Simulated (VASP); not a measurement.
# AgI (F-43m) in VASP: a series of runs, part 2 of 2

VASP 6.6.1. Earlier steps stand in the parts before.

**4. Single point, r2SCAN**

This run uses another cell than the first one, of 34.24 Å³/atom.

Input file POSCAR:

```
AgI
1.0
    0.0000000000      3.2472525707      3.2472525707
    3.2472525707      0.0000000000      3.2472525707
    3.2472525707      3.2472525707      0.0000000000
Ag I
1 1
Direct
    0.0000000000      0.0000000000      0.0000000000
    0.2500000000      0.2500000000      0.2500000000
```

Input file INCAR.step1:

```
SYSTEM = AgI
ALGO = Normal
EDIFF = 1E-5
ENCUT = 550
GGA = PE
GGA_COMPAT = .False.
ISMEAR = 0
LASPH = .True.
LCHARG = .False.
LREAL = .False.
LWAVE = .True.
NBANDS = 16
NELM = 120
PREC = Accurate
SIGMA = 0.01
```

Input file INCAR.step2:

```
SYSTEM = AgI
ALGO = Normal
EDIFF = 1E-6
ENCUT = 550
GGA_COMPAT = .False.
ISIF = 2
ISMEAR = 0
ISTART = 1
LASPH = .True.
LCHARG = .True.
LELF = .True.
LMIXTAU = .True.
LREAL = .False.
LVHAR = .True.
LWAVE = .False.
METAGGA = R2SCAN
NBANDS = 16
NELM = 120
PREC = Accurate
SIGMA = 0.01
```

Input file KPOINTS:

```
k-points
0
Gamma
  5 5 5
  0 0 0
```

Potentials or basis: VASP PAW PBE potentials, release 64 (Ag, I).

Command:

```
$ cat potpaw_PBE.64/Ag/POTCAR potpaw_PBE.64/I/POTCAR > POTCAR
$ cp INCAR.step1 INCAR
$ mpirun -np 1 vasp_std > vasp.out
$ cp INCAR.step2 INCAR
$ mpirun -np 1 vasp_std > vasp.out
```

OUTCAR:

```text
SYSTEM = AgI
   EDIFF = 1E-6
   ENCUT = 550
   ISIF = 2
   ISMEAR = 0
   ISTART = 1
   LASPH = .True.
   LREAL = .False.
   METAGGA = R2SCAN
   NELM = 120
   PREC = Accurate

 ion  position               nearest neighbor table
   1  0.000  0.000  0.000-   2 2.81   2 2.81   2 2.81   2 2.81
   2  0.250  0.250  0.250-   1 2.81   1 2.81   1 2.81   1 2.81

  LATTYP: Found a face centered cubic cell.
 ALAT       =     6.4945051414

  Lattice vectors:

 A1 = (   0.0000000000,   3.2472525707,   3.2472525707)
 A2 = (   3.2472525707,   0.0000000000,   3.2472525707)
 A3 = (   3.2472525707,   3.2472525707,   0.0000000000)

Analysis of symmetry for initial positions (statically):
=====================================================================
 Subroutine PRICEL returns:
 Original cell was already a primitive cell.

 Routine SETGRP: Setting up the symmetry group for a
 face centered cubic supercell.

 Subroutine GETGRP returns: Found 24 space group operations
 (whereof 24 operations were pure point group operations)
 out of a pool of 48 trial point group operations.

The static configuration has the point symmetry T_d .

Analysis of symmetry for dynamics (positions and initial velocities):
=====================================================================
 Subroutine PRICEL returns:
 Original cell was already a primitive cell.

 Routine SETGRP: Setting up the symmetry group for a
 face centered cubic supercell.

 Subroutine GETGRP returns: Found 24 space group operations
 (whereof 24 operations were pure point group operations)
 out of a pool of 48 trial point group operations.

The dynamic configuration has the point symmetry T_d .

 Subroutine INISYM returns: Found 24 space group operations
 (whereof 24 operations are pure point group operations),
 and found     1 'primitive' translations

----------------------------------------------------------------------------------------

                                     Primitive cell

  volume of cell :      68.4823

  direct lattice vectors                    reciprocal lattice vectors
     0.000000000  3.247252571  3.247252571    -0.153976320  0.153976320  0.153976320
     3.247252571  0.000000000  3.247252571     0.153976320 -0.153976320  0.153976320
     3.247252571  3.247252571  0.000000000     0.153976320  0.153976320 -0.153976320

  length of vectors
     4.592308626  4.592308626  4.592308626     0.266694809  0.266694809  0.266694809

  position of ions in fractional coordinates (direct lattice)
     0.000000000  0.000000000  0.000000000
     0.250000000  0.250000000  0.250000000

  ion indices of the primitive-cell ions
   primitive index   ion index
                 1           1
                 2           2

----------------------------------------------------------------------------------------

 KPOINTS: k-points

Automatic generation of k-mesh.
 Grid dimensions read from file:
 generate k-points for:    5    5    5

 Generating k-lattice:

  Cartesian coordinates                     Fractional coordinates (reciprocal lattice)
    -0.030795264  0.030795264  0.030795264     0.200000000  0.000000000  0.000000000
     0.030795264 -0.030795264  0.030795264     0.000000000  0.200000000  0.000000000
     0.030795264  0.030795264 -0.030795264     0.000000000  0.000000000  0.200000000

  Length of vectors
     0.053338962  0.053338962  0.053338962

  Shift w.r.t. Gamma in fractional coordinates (k-lattice)
     0.000000000  0.000000000  0.000000000

 Subroutine IBZKPT returns following result:
 ===========================================

 Found     10 irreducible k-points:

 Following reciprocal coordinates:
            Coordinates               Weight
  0.000000  0.000000  0.000000      1.000000
  0.200000  0.000000  0.000000      8.000000
  0.400000  0.000000  0.000000      8.000000
  0.200000  0.200000  0.000000      6.000000
  0.400000  0.200000  0.000000     24.000000
 -0.400000  0.200000  0.000000     24.000000
 -0.200000  0.200000  0.000000     12.000000
  0.400000  0.400000  0.000000      6.000000
 -0.400000  0.400000  0.000000     12.000000
 -0.400000  0.400000  0.200000     24.000000
   k-points           NKPTS =     10   k-points in BZ     NKDIM =     10   number of bands    NBANDS=     16
   number of dos      NEDOS =    301   number of ions     NIONS =      2
   total plane-waves  NPLWV =  46656
   dimension x,y,z NGX =    36 NGY =   36 NGZ =   36
   dimension x,y,z NGXF=    72 NGYF=   72 NGZF=   72
   ions per type =               1   1
   NGX,Y,Z   is equivalent  to a cutoff of  13.03, 13.03, 13.03 a.u.
   NGXF,Y,Z  is equivalent  to a cutoff of  26.06, 26.06, 26.06 a.u.
 SYSTEM =  AgI
   PREC   = accura    normal or accurate (medium, high low for compatibility)
   ISTART =      1    job   : 0-new  1-cont  2-samecut
   ICHARG =      0    charge: 1-file 2-atom 10-const
   ISPIN  =      1    spin polarized calculation?
   LNONCOLLINEAR =      F non collinear calculations
   LSORBIT =      F    spin-orbit coupling
   LASPH  =      T    aspherical Exc in radial PAW
   ENCUT  =  550.0 eV  40.42 Ry    6.36 a.u.   8.78  8.78  8.78*2*pi/ulx,y,z
   NELM   =    120;   NELMIN=  2; NELMDL=  0     # of ELM steps
   EDIFF  = 0.1E-05   stopping-criterion for ELM
   LREAL  =      F    real-space projection
   EDIFFG = 0.1E-04   stopping-criterion for IOM
   NSW    =      0    number of steps for IOM
   IBRION =     -1    ionic relax: 0-MD 1-quasi-New 2-CG
   NFREE  =      0    steps in history (QN), initial steepest desc. (CG)
   ISIF   =      2    stress and relaxation
   ISYM   =      2    0-nonsym 1-usesym 2-fastsym
   POTIM  = 0.5000    time-step for ionic-motion
   TEBEG  =    0.0;   TEEND  =   0.0 temperature during run
   PSTRESS=    0.0 pullay stress
   NELECT =      18.0000    total number of electrons
   NUPDOWN=      -1.0000    fix difference up-down
   EMIN   =  10.00;   EMAX   =-10.00  energy-range for DOS
   EFERMI =   0.00;   METHOD = LEGACY
   ISMEAR =     0;   SIGMA  =   0.01  broadening in eV -4-tet -1-fermi 0-gaus
   EFERMI_NEDOS =   21; number of points for ismear=-14 and -15
   IALGO  =     38    algorithm
   IMIX   =      4    mixing-type and parameters
     AMIX     =   0.40;   BMIX     =  1.00
     AMIX_MAG =   1.60;   BMIX_MAG =  1.00
  volume/ion in A,a.u.               =      34.24       231.07
  Fermi-wavevector in a.u.,A,eV,Ry     =   1.048672  1.981702 14.962498  1.099713
  Thomas-Fermi vector in A             =   2.183603
   LORBIT       =      0    0 simple, 1 ext, 2 COOP (PROOUT), +10 PAW based schemes
   METAGGA = R2SCAN    functional components
   LHFCALC =     F    Hartree Fock is set to
   AEXX    =    0.0000 exact exchange contribution
   IVDW    =     0    specifies the selected vdW correction
   LEPSILON=     F    determine dielectric tensor
   LRPA    =     F    only Hartree local field effects (RPA)
 non-spin polarized calculation
 Gauss-broadening in eV      SIGMA  =   0.01
  energy-cutoff  :      550.00
  volume of cell :       68.48
 maximum number of plane-waves:      2018
   NGX = 17   NGY = 17   NGZ = 17

 number of electron      17.9999999 magnetization

 Free energy of the ion-electron system (eV)
  ---------------------------------------------------
  ext. energy  EPLUGINS =         0.00000000
  ---------------------------------------------------
  free energy    TOTEN  =       -46.51423431 eV

  energy without entropy =      -46.51423431  energy(sigma->0) =      -46.51423431

 E-fermi :   3.0035     XC(G=0):  -8.9442

 val. band max:        2.8803040439   @ k =   0.0000   0.0000   0.0000
 cond. band min:       4.6699244005   @ k =   0.0000   0.0000   0.0000
 fundamental gap:      1.7896203566
 Fermi energy:         3.0035133442

 k-point     1 :       0.0000    0.0000    0.0000
  band No.  band energies     occupation
      1     -10.3310      2.00000
      2      -1.4577      2.00000
      3      -1.4577      2.00000
      4      -1.4577      2.00000
      5      -0.2216      2.00000
      6      -0.2216      2.00000
[... 8 lines left out ...]
     15      13.4014      0.00000
     16      13.4014      0.00000
[... 153 lines left out ...]
 k-point    10 :      -0.4000    0.4000    0.2000
  band No.  band energies     occupation
      1      -9.9527      2.00000
      2      -1.4386      2.00000
      3      -1.1672      2.00000
      4      -0.9747      2.00000
      5      -0.2418      2.00000
      6      -0.1535      2.00000
[... 8 lines left out ...]
     15      14.1535      0.00000
     16      15.7106      0.00000

------------------------ aborting loop because EDIFF is reached ----------------------------------------

  FORCE on cell =-STRESS in cart. coord.  units (eV):
  Direction    XX          YY          ZZ          XY          YZ          ZX
  --------------------------------------------------------------------------------------
  -------------------------------------------------------------------------------------
  Total        0.4800601      0.4800601      0.4800601     -0.0000000      0.0000000      0.0000000
  in kB       11.2312471     11.2312471     11.2312471     -0.0000000      0.0000000      0.0000000
  external PRESSURE =      11.2312471 kB  Pullay stress =       0.0000000 kB

 VOLUME and BASIS-vectors are now :
 -----------------------------------------------------------------------------
  energy-cutoff  :      550.00
  volume of cell :       68.48
      direct lattice vectors                 reciprocal lattice vectors
     0.000000000  3.247252571  3.247252571    -0.153976320  0.153976320  0.153976320
     3.247252571  0.000000000  3.247252571     0.153976320 -0.153976320  0.153976320
     3.247252571  3.247252571  0.000000000     0.153976320  0.153976320 -0.153976320

 POSITION                                       TOTAL-FORCE (eV/Angst)
 -----------------------------------------------------------------------------------
      0.00000      0.00000      0.00000        -0.000000     -0.000000      0.000000
      1.62363      1.62363      1.62363         0.000000      0.000000     -0.000000
 -----------------------------------------------------------------------------------
    total drift:                               -0.000000     -0.000000     -0.000000

  FREE ENERGIE OF THE ION-ELECTRON SYSTEM (eV)
  ---------------------------------------------------
  free  energy   TOTEN  =       -46.5142343101 eV

  energy  without entropy=      -46.5142343101  energy(sigma->0) =      -46.51423431
```

Run time: 2 min. Hardware: 1 thread of Intel Xeon 8259CL, shared host; peak memory 0.22 GiB.

Results:

| Quantity | Value |
| --- | --- |
| Free energy | -46.5142 eV |
| Pressure | 1.1 GPa |
| Band gap on the k mesh | 1.79 eV |

Caveat: the PAW data sets were made with another functional, which shifts forces and pressure a little; spin-orbit coupling is left out, which moves the levels of the heavy elements. r2SCAN opens gaps a little over a GGA but as a rule still falls short of measured ones.

**5. Single point, r2SCAN**

This run uses another cell than the first one, of 35.26 Å³/atom.

Input file POSCAR:

```
AgI
1.0
    0.0000000000      3.2790904105      3.2790904105
    3.2790904105      0.0000000000      3.2790904105
    3.2790904105      3.2790904105      0.0000000000
Ag I
1 1
Direct
    0.0000000000      0.0000000000      0.0000000000
    0.2500000000      0.2500000000      0.2500000000
```

Input file INCAR.step1:

```
SYSTEM = AgI
PREC = Accurate
ENCUT = 550
ISMEAR = 0
SIGMA = 0.01
LREAL = .FALSE.
LASPH = .TRUE.
NELM = 120
NBANDS = 16
GGA = PE
ALGO = Normal
EDIFF = 1E-5
LWAVE = .TRUE.
LCHARG = .FALSE.
GGA_COMPAT = .FALSE.
```

Input file INCAR.step2:

```
SYSTEM = AgI
PREC = Accurate
ENCUT = 550
EDIFF = 1E-6
ISMEAR = 0
SIGMA = 0.01
LREAL = .FALSE.
LASPH = .TRUE.
NELM = 120
ALGO = Normal
ISIF = 2
LWAVE = .FALSE.
LCHARG = .FALSE.
METAGGA = R2SCAN
LMIXTAU = .TRUE.
NBANDS = 16
ISTART = 1
GGA_COMPAT = .FALSE.
```

Input file KPOINTS:

```
Automatic mesh
0
G
  5 5 5
  0 0 0
```

Command:

```
$ cat potpaw_PBE.64/Ag/POTCAR potpaw_PBE.64/I/POTCAR > POTCAR
$ cp INCAR.step1 INCAR
$ mpirun -np 1 vasp_std > vasp.out
$ cp INCAR.step2 INCAR
$ mpirun -np 1 vasp_std > vasp.out
```

Run time: 2.3 min. Hardware: 1 thread of Intel Xeon 8259CL, shared host; peak memory 0.23 GiB.

The run converged. Its results:

```
Free energy            : -46.5228 eV
Pressure               : 0.2 GPa
Band gap on the k mesh : 1.79 eV
```

Levels at points of the mesh, in eV from the valence-band top:
```
           k point  band 6  band 7  band 8  band 9  band 10  band 11  band 12  band 13
(0.00, 0.00, 0.00)   -2.97    0.00    0.00    0.00     1.79     6.29     6.29     6.29
```

Caveat: the PAW data sets were made with another functional, which shifts forces and pressure a little; spin-orbit coupling is left out, which moves the levels of the heavy elements.

**6. Single point, r2SCAN**

This run uses another cell than the first one, of 36.28 Å³/atom.

Input file POSCAR:

```
AgI
1.0
    0.0000000000      3.3103217226      3.3103217226
    3.3103217226      0.0000000000      3.3103217226
    3.3103217226      3.3103217226      0.0000000000
Ag I
1 1
Direct
    0.0000000000      0.0000000000      0.0000000000
    0.2500000000      0.2500000000      0.2500000000
```

Input file INCAR.step1:

```
ALGO     = Normal         # electronic algorithm
EDIFF    = 1E-5           # SCF threshold, eV
ENCUT    = 550            # plane-wave cutoff, eV
GGA      = PE             # functional
GGA_COMPAT= False        
ISMEAR   = 0              # smearing method
LASPH    = True           # aspherical terms in the spheres
LCHARG   = False          # write CHGCAR
LREAL    = False          # projectors in reciprocal space
LWAVE    = True           # write WAVECAR
NBANDS   = 16             # bands
NELM     = 120            # most SCF steps
PREC     = Accurate       # precision mode
SIGMA    = 0.01           # smearing width, eV
```

Input file INCAR.step2:

```
ALGO     = Normal         # electronic algorithm
EDIFF    = 1E-6           # SCF threshold, eV
ENCUT    = 550            # plane-wave cutoff, eV
GGA_COMPAT= False        
ISIF     = 2              # what is computed and relaxed
ISMEAR   = 0              # smearing method
ISTART   = 1            
LASPH    = True           # aspherical terms in the spheres
LCHARG   = True           # write CHGCAR
LELF     = True           # ELF
LMIXTAU  = True         
LREAL    = False          # projectors in reciprocal space
LVHAR    = True         
LWAVE    = False          # write WAVECAR
METAGGA  = R2SCAN         # meta-GGA
NBANDS   = 16             # bands
NELM     = 120            # most SCF steps
PREC     = Accurate       # precision mode
SIGMA    = 0.01           # smearing width, eV
```

Input file KPOINTS:

```
k-points
0
Gamma
  5 5 5
```

Potentials or basis: VASP PAW PBE potentials, release 64 (Ag, I).

Command:

```
$ cat potpaw_PBE.64/Ag/POTCAR potpaw_PBE.64/I/POTCAR > POTCAR
$ cp INCAR.step1 INCAR
$ mpirun -np 1 vasp_std > vasp.out
$ cp INCAR.step2 INCAR
$ mpirun -np 1 vasp_std > vasp.out
```

It took 2.3 min on 1 thread of Intel Xeon 8259CL, shared host; peak memory 0.23 GiB.

It converged, with:

```yaml
Free_energy: -46.5201 eV
Pressure: -0.6 GPa
Band_gap_on_the_k_mesh: 1.79 eV
```

Levels at points of the mesh, in eV from the valence-band top:
```
           k point  band 7  band 8  band 9  band 10  band 11  band 12
(0.00, 0.00, 0.00)    0.00    0.00    0.00     1.79     6.34     6.34
```

Caveat: the PAW data sets were made with another functional, which shifts forces and pressure a little; spin-orbit coupling is left out, which moves the levels of the heavy elements. r2SCAN opens gaps a little over a GGA but as a rule still falls short of measured ones.

**7. The runs side by side**

```csv
cell,gap on the mesh (eV),pressure (GPa)
"a = 4.500 Å, angles 60.0°, 2 atoms",1.79,3.6
"a = 4.546 Å, angles 60.0°, 2 atoms",1.79,2.3
"a = 4.592 Å, angles 60.0°, 2 atoms",1.79,1.1
"a = 4.637 Å, angles 60.0°, 2 atoms",1.79,0.2
"a = 4.682 Å, angles 60.0°, 2 atoms",1.79,-0.6
```

Alike in all rows: task single point; level r2SCAN; potentials or basis VASP PAW PBE potentials, release 64 (Ag, I); no spin polarisation; k mesh 5 × 5 × 5; cutoff (eV) 550; smearing gaussian 0.01 eV.

Caveats: the PAW data sets were made with another functional, which shifts forces and pressure a little; spin-orbit coupling is left out, which moves the levels of the heavy elements; the cell stands under pressure (at least some runs).

Absolute energies hang on the potentials; compare differences alone.
